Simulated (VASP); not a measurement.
# Ga2BSb3 in VASP: a series of runs, part 2 of 2

VASP 6.6.1.

**3. Single point, PBE**

This run uses another cell than the first one, of 21.53 Å³/atom.

INCAR reads:

```
PREC = Accurate ; ENCUT = 520
EDIFF = 1E-6 ; ISMEAR = 0
SIGMA = 0.1 ; LREAL = False
LASPH = True ; NELM = 100
ALGO = Normal ; ISIF = 2
LWAVE = False ; LCHARG = False
GGA = PE ; NBANDS = 31
```

KPOINTS reads:

```
Automatic mesh
0
Gamma
  12 12 8
```

POSCAR reads:

```
Ga2BSb3
1.0
    5.2023345335      0.0000000000      0.0000000000
   -2.6011672668      4.5053538650      0.0000000000
    0.0000000000      0.0000000000      5.5104127610
Ga B Sb
2 1 3
Direct
    0.3333333333      0.6666666667      0.0000000000
    0.6666666667      0.3333333333      0.0000000000
    0.0000000000      0.0000000000      0.5000000000
    0.3333333333      0.6666666667      0.5000000000
    0.6666666667      0.3333333333      0.5000000000
    0.0000000000      0.0000000000      0.0000000000
```

Potentials or basis: VASP PAW PBE potentials, release 64 (Ga_d, B, Sb).

Launch:

```
cat potpaw_PBE.64/Ga_d/POTCAR potpaw_PBE.64/B/POTCAR potpaw_PBE.64/Sb/POTCAR > POTCAR
mpirun -np 1 vasp_std > vasp.out
```

OUTCAR:

```text
PREC = Accurate
   ENCUT = 520
   EDIFF = 1E-6
   ISMEAR = 0
   LREAL = False
   LASPH = True
   NELM = 100
   ISIF = 2
   GGA = PE

 ion  position               nearest neighbor table
   1  0.333  0.667  0.000-   4 2.76   4 2.76   6 3.00   6 3.00   6 3.00
   2  0.667  0.333  0.000-   5 2.76   5 2.76   6 3.00   6 3.00   6 3.00
   3  0.000  0.000  0.500-   6 2.76   6 2.76
   4  0.333  0.667  0.500-   1 2.76   1 2.76   5 3.00   5 3.00   5 3.00
   5  0.667  0.333  0.500-   2 2.76   2 2.76   4 3.00   4 3.00   4 3.00
   6  0.000  0.000  0.000-   3 2.76   3 2.76   1 3.00   2 3.00   2 3.00   1 3.00   2 3.00   1 3.00
[... 1024 lines left out ...]
  -------------------------------------------------------------------------------------
  Total       -0.0151033     -0.0151033      0.0248812      0.0000000      0.0000000      0.0000000
  in kB       -0.1873572     -0.1873572      0.3086526      0.0000000      0.0000000      0.0000000
  external PRESSURE =      -0.0220206 kB  Pullay stress =       0.0000000 kB

 VOLUME and BASIS-vectors are now :
 -----------------------------------------------------------------------------
  energy-cutoff  :      520.00
  volume of cell :      129.16
      direct lattice vectors                 reciprocal lattice vectors
     5.202334534  0.000000000  0.000000000     0.192221395  0.110979074  0.000000000
    -2.601167267  4.505353865  0.000000000     0.000000000  0.221958148  0.000000000
     0.000000000  0.000000000  5.510412761     0.000000000  0.000000000  0.181474609

 POSITION                                       TOTAL-FORCE (eV/Angst)
 -----------------------------------------------------------------------------------
     -0.00000      3.00357      0.00000         0.000000      0.000000     -0.000000
      2.60117      1.50178      0.00000        -0.000000      0.000000      0.000000
      0.00000      0.00000      2.75521         0.000000      0.000000      0.000000
     -0.00000      3.00357      2.75521         0.000000      0.000000      0.000000
      2.60117      1.50178      2.75521        -0.000000     -0.000000      0.000000
      0.00000      0.00000      0.00000         0.000000      0.000000      0.000000
 -----------------------------------------------------------------------------------
    total drift:                                0.000000     -0.000000     -0.000000

  FREE ENERGIE OF THE ION-ELECTRON SYSTEM (eV)
  ---------------------------------------------------
  free  energy   TOTEN  =       -21.6089770445 eV

  energy  without entropy=      -21.5960608955  energy(sigma->0) =      -21.60251897
```

stdout:

```text
POSCAR found type information on POSCAR GaB Sb
 POSCAR found :  3 types and       6 ions
 scaLAPACK will be used
 LDA part: xc-table for (Slater+PW92), standard interpolation
 POSCAR, INCAR and KPOINTS ok, starting setup
 FFT: planning ... GRIDC
 FFT: planning ... GRID_SOFT
 FFT: planning ... GRID
 WAVECAR not read
 entering main loop
```

It took 7.8 min on 1 thread of Intel Xeon 8259CL, shared host; peak memory 0.5 GiB.

Results:

- Free energy: -21.6090 eV
- Pressure: 0.0 GPa
- Band gap on the k mesh: zero (bands 22 and 23 overlap by 3.05 eV)

Caveat: spin-orbit coupling is left out, which moves the levels of the heavy elements.

**4. Relaxation of cell and atoms, PBE**

INCAR reads:

```
PREC = Accurate
ENCUT = 600
EDIFF = 1E-6
ISMEAR = 0
SIGMA = 0.1
LREAL = F
LASPH = T
NELM = 80
ALGO = Normal
ISIF = 3
LWAVE = F
LCHARG = F
GGA = PE
IBRION = 2
NSW = 100
EDIFFG = -0.01
```

KPOINTS reads:

```
regular mesh
0
Gamma
  12 12 8
```

Edit POSCAR of step 3 so:

```diff
@@ -2,5 +2,5 @@
 1.0
-    5.2023345335      0.0000000000      0.0000000000
-   -2.6011672668      4.5053538650      0.0000000000
-    0.0000000000      0.0000000000      5.5104127610
+    5.1327556540      0.0000000000      0.0000000000
+   -2.5663778270      4.4450967878      0.0000000000
+    0.0000000000      0.0000000000      5.7491049135
 Ga B Sb
```

Launch:

```
cat potpaw_PBE.64/Ga_d/POTCAR potpaw_PBE.64/B/POTCAR potpaw_PBE.64/Sb/POTCAR > POTCAR
mpirun -np 1 vasp_std > vasp.out
```

Run time: 16 min. Hardware: 1 thread of AMD EPYC 9R45 (Zen 5), shared host; peak memory 0.54 GiB.

The run converged. Its results:

- Free energy: -21.6092 eV
- Relaxed volume: 21.52 Å³/atom
- Relaxed cell: a = 5.202 Å, b = 5.202 Å, c = 5.510 Å, α = 90.00°, β = 90.00°, γ = 120.00°
- Space group after relaxing (to 0.1 Å): P6/mmm (No. 191)
- Energy gained by relaxing: 18.6 meV/atom
- Ionic steps: 9
- Pressure after relaxing: 0.0 GPa

Step by step:
```tsv
step	energy change (eV)	largest force (eV/Å)	pressure (GPa)	volume (Å³)
1	0.0000	0.0000	-0.46	131.17
2	-0.1084	0.0000	-0.31	129.87
3	-0.1110	0.0000	-0.23	129.65
4	-0.1111	0.0000	-0.22	129.62
5	-0.1110	0.0000	-0.21	129.58
6	-0.1113	0.0000	0.06	129.01
7	-0.1114	0.0000	0.01	129.12
8	-0.1114	0.0000	-0.03	129.13
9	-0.1114	0.0000	0.00	129.13
```

Final structure:
```
Ga B Sb
1.0
     5.20188    0.00000    0.00000
    -2.60094    4.50496    0.00000
     0.00000    0.00000    5.51026
Ga B Sb
2 1 3
Direct
  0.33333 0.66667 0.00000
  0.66667 0.33333 0.00000
  0.00000 0.00000 0.50000
  0.33333 0.66667 0.50000
  0.66667 0.33333 0.50000
  0.00000 0.00000 0.00000
```

Levels at points of the mesh, in eV from the Fermi level:
| k point | band 19 | band 20 | band 21 | band 22 | band 23 | band 24 | band 25 | band 26 |
| --- | --- | --- | --- | --- | --- | --- | --- | --- |
| (0.00, 0.00, 0.00) | -3.29 | -2.30 | -1.38 | -1.35 | -1.31 | -0.43 | -0.43 | 0.26 |
| (0.50, 0.00, 0.00) | -3.02 | -2.34 | -2.07 | -0.01 | 0.13 | 1.76 | 2.28 | 3.02 |
| (0.00, 0.00, 0.50) | -2.35 | -2.35 | -2.06 | -2.06 | -1.10 | -1.10 | -0.55 | -0.13 |
| (0.50, 0.00, 0.50) | 0.14 | 0.15 | 0.70 | 0.79 | 1.51 | 2.25 | 2.35 | 2.68 |

Caveat: the highest band is partly filled, so the run has too few bands; spin-orbit coupling is left out, which moves the levels of the heavy elements.

**5. The runs side by side**

```csv
task,cell,k mesh,cutoff (eV),gap on the mesh (eV),pressure (GPa)
single point,"a = 5.133, b = 5.133, c = 5.749 Å, angles 90.0, 90.0, 120.0°, 6 atoms, atomic positions A",6 × 6 × 4,520,none,-0.1
single point,"a = 5.202, b = 5.202, c = 5.510 Å, angles 90.0, 90.0, 120.0°, 6 atoms, atomic positions B",12 × 12 × 8,520,none,0.0
relaxation of cell and atoms,"relaxed from a = 5.133, b = 5.133, c = 5.749 Å, angles 90.0, 90.0, 120.0°, 6 atoms, atomic positions B",12 × 12 × 8,600,-,0.0
```

Alike in all rows: level PBE; potentials or basis VASP PAW PBE potentials, release 64 (Ga_d, B, Sb); no spin polarisation; smearing gaussian 0.1 eV.

Caveats: spin-orbit coupling is left out, which moves the levels of the heavy elements; the highest band is partly filled, so the run has too few bands (at least some runs).

Total energies depend on the potentials used, so only differences within one code and one set of settings carry meaning.
